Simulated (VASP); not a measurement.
Input of a VASP 6.6.1 run:

The input INCAR:

```
SYSTEM = TiNi
PREC = Accurate
ENCUT = 520
EDIFF = 1E-6
ISMEAR = -1
SIGMA = 0.1
LREAL = .FALSE.
LASPH = .TRUE.
NELM = 150
ALGO = Normal
ISIF = 2
LWAVE = .FALSE.
LCHARG = .FALSE.
ISPIN = 2
MAGMOM = 0 1
LORBIT = 11
LMAXMIX = 4
GGA = PS
NBANDS = 22
```

KPOINTS

```
regular mesh
0
G
  13 13 10
  0 0 0
```

POSCAR

```
TiNi
1.0
    2.7358030000      0.0000000000      0.0000000000
    0.0000000000      2.7358030000      0.0000000000
    0.0000000000      0.0000000000      3.5814100000
Ti Ni
1 1
Direct
    0.5000000000      0.5000000000      0.5000000000
    0.0000000000      0.0000000000      0.0000000000
```

Potentials or basis: VASP PAW PBE potentials, release 64 (Ti_sv, Ni).

The run is started by

```sh
$ cat potpaw_PBE.64/Ti_sv/POTCAR potpaw_PBE.64/Ni/POTCAR > POTCAR
$ mpirun -np 1 vasp_std > vasp.out
```

Estimate the pressure.

-6.2 GPa.

Predict the net moment.

0.00 μB per cell.

Predict the band gap on the k mesh.

zero (filled and empty bands overlap).

Stress tensor (GPa, compression positive):
```
-5.34  0.00  0.00
 0.00 -5.34  0.00
 0.00  0.00 -8.02
```

Caveat: the cell stands under tension; the PAW data sets were made with another functional, which shifts forces and pressure a little.
